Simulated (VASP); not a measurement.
# SrO (P6/mmm) in VASP: further runs

The runs below take SrO through single point, with PBE.

Program: VASP 6.6.1. These are calculated values, not measurements. Logs are shortened: lines on timing, memory, paths and dates and some standing lists are left out, and cuts for length are marked.

## 1. The cell of the first run

The structure is hexagonal, space group P6/mmm (No. 191). The conventional cell has a = 3.943 Å, b = 3.943 Å, c = 7.213 Å, α = 90.00°, β = 90.00°, γ = 120.00°. Within 3.5 Å of Sr (site symmetry 6mm) lie 6 O at 2.67 Å and 1 Sr at 2.81 Å. Within 3.0 Å of O (site symmetry -6m2) lie 3 O at 2.28 Å and 6 Sr at 2.67 Å.

The cell was generated, and may not be a known phase.

## 2. Single point, PBE

Contents of INCAR:

```
SYSTEM = SrO
  PREC = Accurate
  ENCUT = 1340
  EDIFF = 1E-6
  ISMEAR = 0
  SIGMA = 0.1
  LREAL = .FALSE.
  LASPH = .TRUE.
  NELM = 120
  ALGO = Normal
  ISIF = 2
  LWAVE = .FALSE.
  LCHARG = .FALSE.
  GGA = PE
  NBANDS = 24
  GGA_COMPAT = .FALSE.
```

Contents of KPOINTS:

```
regular mesh
0
G
  12 12 6
  0 0 0
```

Contents of POSCAR:

```
SrO
1.0
    3.9426612778      0.0000000000      0.0000000000
   -1.9713306389      3.4144448251      0.0000000000
    0.0000000000      0.0000000000      7.2129608148
Sr O
2 2
Direct
    0.0000000000      0.0000000000      0.8054037918
    0.0000000000      0.0000000000      0.1945962082
    0.3333333333      0.6666666667      0.0000000000
    0.6666666667      0.3333333333      0.0000000000
```

Potentials or basis: VASP PAW PBE potentials, release 64 (Sr_sv, O_h).

Command:

```
$ cat potpaw_PBE.64/Sr_sv/POTCAR potpaw_PBE.64/O_h/POTCAR > POTCAR
$ mpirun -np 1 vasp_std > vasp.out
```

OUTCAR:

```text
SYSTEM = SrO
   PREC = Accurate
   ENCUT = 1340
   EDIFF = 1E-6
   ISMEAR = 0
   LREAL = .FALSE.
   LASPH = .TRUE.
   NELM = 120
   ISIF = 2
   GGA = PE

 ion  position               nearest neighbor table
   1  0.000  0.000  0.805-   3 2.67   4 2.67   4 2.67   3 2.67   4 2.67   3 2.67   2 2.81   2 4.41
                             2 4.84   2 4.84   2 4.84   2 4.84   2 4.84   2 4.84
   2  0.000  0.000  0.195-   3 2.67   4 2.67   4 2.67   3 2.67   4 2.67   3 2.67   1 2.81   1 4.41
                             1 4.84   1 4.84   1 4.84   1 4.84   1 4.84   1 4.84
   3  0.333  0.667  0.000-   1 2.67   2 2.67   1 2.67   2 2.67   1 2.67   2 2.67
   4  0.667  0.333  0.000-   1 2.67   2 2.67   1 2.67   2 2.67   1 2.67   2 2.67

  LATTYP: Found a hexagonal cell.
 ALAT       =     3.9426612778
 C/A-ratio  =     1.8294650001

  Lattice vectors:

 A1 = (   3.9426612778,   0.0000000000,   0.0000000000)
 A2 = (  -1.9713306389,   3.4144448251,   0.0000000000)
 A3 = (   0.0000000000,   0.0000000000,   7.2129608148)

Analysis of symmetry for initial positions (statically):
=====================================================================
 Subroutine PRICEL returns:
 Original cell was already a primitive cell.

 Routine SETGRP: Setting up the symmetry group for a
 hexagonal supercell.

 Subroutine GETGRP returns: Found 24 space group operations
 (whereof 24 operations were pure point group operations)
 out of a pool of 24 trial point group operations.

The static configuration has the point symmetry D_6h.

Analysis of symmetry for dynamics (positions and initial velocities):
=====================================================================
 Subroutine PRICEL returns:
 Original cell was already a primitive cell.

 Routine SETGRP: Setting up the symmetry group for a
 hexagonal supercell.

 Subroutine GETGRP returns: Found 24 space group operations
 (whereof 24 operations were pure point group operations)
 out of a pool of 24 trial point group operations.

The dynamic configuration has the point symmetry D_6h.

 Subroutine INISYM returns: Found 24 space group operations
 (whereof 24 operations are pure point group operations),
 and found     1 'primitive' translations

----------------------------------------------------------------------------------------

                                     Primitive cell

  volume of cell :      97.1009

  direct lattice vectors                    reciprocal lattice vectors
     3.942661278  0.000000000  0.000000000     0.253635788  0.146436690  0.000000000
    -1.971330639  3.414444825  0.000000000     0.000000000  0.292873381  0.000000000
     0.000000000  0.000000000  7.212960815     0.000000000  0.000000000  0.138639322

  length of vectors
     3.942661278  3.942661278  7.212960815     0.292873381  0.292873381  0.138639322

  position of ions in fractional coordinates (direct lattice)
     0.000000000  0.000000000  0.805403792
     0.000000000  0.000000000  0.194596208
     0.333333333  0.666666667  0.000000000
     0.666666667  0.333333333  0.000000000

  ion indices of the primitive-cell ions
   primitive index   ion index
                 1           1
                 2           2
                 3           3
                 4           4

----------------------------------------------------------------------------------------

 KPOINTS: regular mesh

Automatic generation of k-mesh.
 Grid dimensions read from file:
 generate k-points for:   12   12    6

 Generating k-lattice:

  Cartesian coordinates                     Fractional coordinates (reciprocal lattice)
     0.021136316  0.012203058  0.000000000     0.083333333  0.000000000  0.000000000
     0.000000000  0.024406115  0.000000000     0.000000000  0.083333333  0.000000000
     0.000000000  0.000000000  0.023106554     0.000000000  0.000000000  0.166666667

  Length of vectors
     0.024406115  0.024406115  0.023106554

  Shift w.r.t. Gamma in fractional coordinates (k-lattice)
     0.000000000  0.000000000  0.000000000

 Subroutine IBZKPT returns following result:
 ===========================================

 Found     76 irreducible k-points:

 Following reciprocal coordinates:
            Coordinates               Weight
  0.000000  0.000000  0.000000      1.000000
  0.083333  0.000000  0.000000      6.000000
  0.166667  0.000000  0.000000      6.000000
  0.250000  0.000000  0.000000      6.000000
  0.333333  0.000000  0.000000      6.000000
  0.416667  0.000000  0.000000      6.000000
[... 16 lines left out ...]
  0.250000  0.000000  0.166667     12.000000
  0.333333  0.000000  0.166667     12.000000
 [... further k-points ...]
   k-points           NKPTS =     76   k-points in BZ     NKDIM =     76   number of bands    NBANDS=     24
   number of dos      NEDOS =    301   number of ions     NIONS =      4
   total plane-waves  NPLWV = 207360
   dimension x,y,z NGX =    48 NGY =   48 NGZ =   90
   dimension x,y,z NGXF=    96 NGYF=   96 NGZF=  180
   ions per type =               2   2
   NGX,Y,Z   is equivalent  to a cutoff of  20.24, 20.24, 20.74 a.u.
   NGXF,Y,Z  is equivalent  to a cutoff of  40.48, 40.48, 41.49 a.u.
 SYSTEM =  SrO
   PREC   = accura    normal or accurate (medium, high low for compatibility)
   ISTART =      0    job   : 0-new  1-cont  2-samecut
   ICHARG =      2    charge: 1-file 2-atom 10-const
   ISPIN  =      1    spin polarized calculation?
   LNONCOLLINEAR =      F non collinear calculations
   LSORBIT =      F    spin-orbit coupling
   LASPH  =      T    aspherical Exc in radial PAW
   ENCUT  = 1340.0 eV  98.49 Ry    9.92 a.u.  11.77 11.77 21.53*2*pi/ulx,y,z
   NELM   =    120;   NELMIN=  2; NELMDL= -5     # of ELM steps
   EDIFF  = 0.1E-05   stopping-criterion for ELM
   LREAL  =      F    real-space projection
   EDIFFG = 0.1E-04   stopping-criterion for IOM
   NSW    =      0    number of steps for IOM
   IBRION =     -1    ionic relax: 0-MD 1-quasi-New 2-CG
   NFREE  =      0    steps in history (QN), initial steepest desc. (CG)
   ISIF   =      2    stress and relaxation
   ISYM   =      2    0-nonsym 1-usesym 2-fastsym
   POTIM  = 0.5000    time-step for ionic-motion
   TEBEG  =    0.0;   TEEND  =   0.0 temperature during run
   PSTRESS=    0.0 pullay stress
   NELECT =      32.0000    total number of electrons
   NUPDOWN=      -1.0000    fix difference up-down
   EMIN   =  10.00;   EMAX   =-10.00  energy-range for DOS
   EFERMI =   0.00;   METHOD = LEGACY
   ISMEAR =     0;   SIGMA  =   0.10  broadening in eV -4-tet -1-fermi 0-gaus
   EFERMI_NEDOS =   21; number of points for ismear=-14 and -15
   IALGO  =     38    algorithm
   IMIX   =      4    mixing-type and parameters
     AMIX     =   0.40;   BMIX     =  1.00
     AMIX_MAG =   1.60;   BMIX_MAG =  1.00
  volume/ion in A,a.u.               =      24.28       163.82
  Fermi-wavevector in a.u.,A,eV,Ry     =   1.130795  2.136892 17.397725  1.278697
  Thomas-Fermi vector in A             =   2.267492
   LORBIT       =      0    0 simple, 1 ext, 2 COOP (PROOUT), +10 PAW based schemes
   GGA     = PE    functional components
   LHFCALC =     F    Hartree Fock is set to
   AEXX    =    0.0000 exact exchange contribution
   IVDW    =     0    specifies the selected vdW correction
   LEPSILON=     F    determine dielectric tensor
   LRPA    =     F    only Hartree local field effects (RPA)
 non-spin polarized calculation
 Gauss-broadening in eV      SIGMA  =   0.10
  energy-cutoff  :     1340.00
  volume of cell :       97.10
 maximum number of plane-waves:     10849
 NGX is ok and might be reduce to    48
   NGX = 23   NGY = 23   NGZ = 43

 number of electron      32.0000000 magnetization

 Free energy of the ion-electron system (eV)
  ---------------------------------------------------
  ext. energy  EPLUGINS =         0.00000000
  ---------------------------------------------------
  free energy    TOTEN  =       -18.35816683 eV

  energy without entropy =      -18.34230710  energy(sigma->0) =      -18.35023697

 E-fermi :   2.2773     XC(G=0):  -8.4462

 val. band max:        2.2723530745   @ k =   0.4167   0.0000   0.5000
 cond. band min:       2.2952840822   @ k =   0.3333   0.0833   0.3333
 fundamental gap:      0.0229310077
 Fermi energy:         2.2773148050

 k-point     1 :       0.0000    0.0000    0.0000
  band No.  band energies     occupation
      1     -33.1344      2.00000
      2     -32.8722      2.00000
      3     -16.9221      2.00000
      4     -14.9151      2.00000
      5     -14.9151      2.00000
      6     -14.6723      2.00000
[... 16 lines left out ...]
     23       7.7096      0.00000
     24       7.8365      0.00000

 k-point     2 :       0.0833    0.0000    0.0000
  band No.  band energies     occupation
      1     -33.1320      2.00000
      2     -32.8704      2.00000
      3     -16.9010      2.00000
      4     -15.0862      2.00000
      5     -14.9222      2.00000
      6     -14.6965      2.00000
[... 16 lines left out ...]
     23       7.5212      0.00000
     24       7.8699      0.00000

 k-point     3 :       0.1667    0.0000    0.0000
  band No.  band energies     occupation
      1     -33.1255      2.00000
      2     -32.8654      2.00000
      3     -16.8393      2.00000
      4     -15.3366      2.00000
      5     -14.9418      2.00000
      6     -14.7619      2.00000
[... 16 lines left out ...]
     23       7.3247      0.00000
     24       7.8271      0.00000
[... 514 lines left out ...]
 k-point    23 :       0.2500    0.0000    0.1667
  band No.  band energies     occupation
      1     -33.1161      2.00000
      2     -32.8590      2.00000
      3     -16.7375      2.00000
      4     -15.5725      2.00000
      5     -14.9675      2.00000
      6     -14.8505      2.00000
[... 16 lines left out ...]
     23       7.7206      0.00000
     24       7.9790      0.00000

 k-point    24 :       0.3333    0.0000    0.1667
  band No.  band energies     occupation
      1     -33.1071      2.00000
      2     -32.8521      2.00000
      3     -16.6108      2.00000
      4     -15.7919      2.00000
      5     -14.9936      2.00000
      6     -14.9360      2.00000
[... 16 lines left out ...]
     23       8.2235      0.00000
     24       8.3270      0.00000

 [... further k-points ...]

------------------------ aborting loop because EDIFF is reached ----------------------------------------

  FORCE on cell =-STRESS in cart. coord.  units (eV):
  Direction    XX          YY          ZZ          XY          YZ          ZX
  --------------------------------------------------------------------------------------
  -------------------------------------------------------------------------------------
  Total        0.1182592      0.1182592      0.1875128      0.0000000      0.0000000      0.0000000
  in kB        1.9512923      1.9512923      3.0939869      0.0000000      0.0000000      0.0000000
  external PRESSURE =       2.3321905 kB  Pullay stress =       0.0000000 kB

 VOLUME and BASIS-vectors are now :
 -----------------------------------------------------------------------------
  energy-cutoff  :     1340.00
  volume of cell :       97.10
      direct lattice vectors                 reciprocal lattice vectors
     3.942661278  0.000000000  0.000000000     0.253635788  0.146436690  0.000000000
    -1.971330639  3.414444825  0.000000000     0.000000000  0.292873381  0.000000000
     0.000000000  0.000000000  7.212960815     0.000000000  0.000000000  0.138639322

 POSITION                                       TOTAL-FORCE (eV/Angst)
 -----------------------------------------------------------------------------------
      0.00000      0.00000      5.80935         0.000000     -0.000000     -0.094101
      0.00000      0.00000      1.40361         0.000000     -0.000000      0.094101
     -0.00000      2.27630      0.00000         0.000000      0.000000     -0.000000
      1.97133      1.13815      0.00000        -0.000000      0.000000      0.000000
 -----------------------------------------------------------------------------------
    total drift:                               -0.000000      0.000000      0.000000

  FREE ENERGIE OF THE ION-ELECTRON SYSTEM (eV)
  ---------------------------------------------------
  free  energy   TOTEN  =       -18.3581668344 eV

  energy  without entropy=      -18.3423071022  energy(sigma->0) =      -18.35023697
```

Wall time 7.4 min (1 thread of Intel Xeon 6975P-C (Granite Rapids), shared host); peak memory 0.91 GiB.

Results:

- Free energy: -18.3582 eV
- Pressure: 0.2 GPa
- Largest force: 0.094 eV/Å
- Band gap on the k mesh: zero (bands 16 and 17 overlap by 1.76 eV)

Forces on the atoms (eV/Å):
```
Sr   0.000  0.000 -0.094
Sr   0.000  0.000  0.094
O    0.000  0.000  0.000
O    0.000  0.000  0.000
```

Stress tensor (GPa, compression positive):
```
0.20 0.00 0.00
0.00 0.20 0.00
0.00 0.00 0.31
```

Levels at points of the mesh, in eV from the Fermi level:
| k point | band 13 | band 14 | band 15 | band 16 | band 17 | band 18 | band 19 | band 20 |
| --- | --- | --- | --- | --- | --- | --- | --- | --- |
| (0.00, 0.00, 0.00) | -3.96 | -1.72 | -1.22 | -1.02 | -1.02 | 1.97 | 2.92 | 4.43 |
| (0.50, 0.00, 0.00) | -2.71 | -2.58 | -0.83 | 0.08 | 0.65 | 1.09 | 2.61 | 3.61 |
| (0.00, 0.00, 0.50) | -3.96 | -1.22 | -1.01 | -1.01 | -0.99 | 1.13 | 3.58 | 4.27 |
| (0.50, 0.00, 0.50) | -2.74 | -2.58 | -0.79 | 0.08 | 0.83 | 1.67 | 2.87 | 2.93 |

## 3. Single point, PBE

This run uses another cell than the first one, of 17.78 Å³/atom.

Contents of INCAR:

```
SYSTEM = SrO
  PREC = Accurate
  ENCUT = 1340
  EDIFF = 1E-6
  ISMEAR = 0
  SIGMA = 0.1
  LREAL = .False.
  LASPH = .True.
  NELM = 120
  ALGO = Normal
  ISIF = 2
  LWAVE = .False.
  LCHARG = .False.
  GGA = PE
  NBANDS = 24
  GGA_COMPAT = .False.
```

Contents of KPOINTS:

```
regular mesh
0
Gamma
  6 6 2
  0 0 0
```

Contents of POSCAR:

```
SrO
1.0
    3.2368138900      0.0000000000      0.0000000000
   -1.6184069400      2.8031630500      0.0000000000
    0.0000000000      0.0000000000      7.8378640900
Sr O
2 2
Direct
    0.0000000000      0.0000000000      0.7992355400
    0.0000000000      0.0000000000      0.2007644600
    0.3333333300      0.6666666700      0.0000000000
    0.6666666700      0.3333333300      0.0000000000
```

Potentials or basis: VASP PAW PBE potentials, release 64 (Sr_sv, O_h).

Command:

```
$ cat potpaw_PBE.64/Sr_sv/POTCAR potpaw_PBE.64/O_h/POTCAR > POTCAR
$ mpirun -np 1 vasp_std > vasp.out
```

It took 2 min on 1 thread of Intel Xeon 6975P-C (Granite Rapids), shared host; peak memory 0.42 GiB.

It converged, with:

```yaml
Free_energy: -13.9896 eV
Pressure: 33.6 GPa
Largest_force: 0.576 eV/Å
Band_gap_on_the_k_mesh: zero (bands 16 and 17 overlap by 3.19 eV)
```

Forces in eV/Å, atoms in the order of the input:
```
Sr   0.000  0.000 -0.576
Sr   0.000  0.000  0.576
O    0.000  0.000  0.000
O    0.000  0.000  0.000
```

Stress tensor (GPa, compression positive):
```
50.94  0.00  0.00
 0.00 50.94  0.00
 0.00  0.00 -1.09
```

Levels at points of the mesh, in eV from the Fermi level:
| k point | band 13 | band 14 | band 15 | band 16 | band 17 | band 18 | band 19 | band 20 |
| --- | --- | --- | --- | --- | --- | --- | --- | --- |
| (0.00, 0.00, 0.00) | -6.87 | -2.42 | -2.30 | -1.71 | -1.71 | -0.31 | 0.80 | 3.24 |
| (0.50, 0.00, 0.00) | -5.18 | -4.97 | -0.66 | 0.12 | 0.77 | 0.83 | 2.28 | 2.39 |
| (0.00, 0.00, 0.50) | -6.87 | -2.30 | -1.90 | -1.70 | -1.70 | -1.03 | 1.93 | 2.41 |
| (0.50, 0.00, 0.50) | -5.18 | -4.95 | -0.57 | 0.30 | 0.76 | 0.83 | 1.66 | 2.39 |

Caveat: the k points lie up to 0.40 Å⁻¹ apart, too coarse for converged energies and pressures of a metal.

The gap in the log of VASP goes by the Fermi energy; the results here count the filled bands.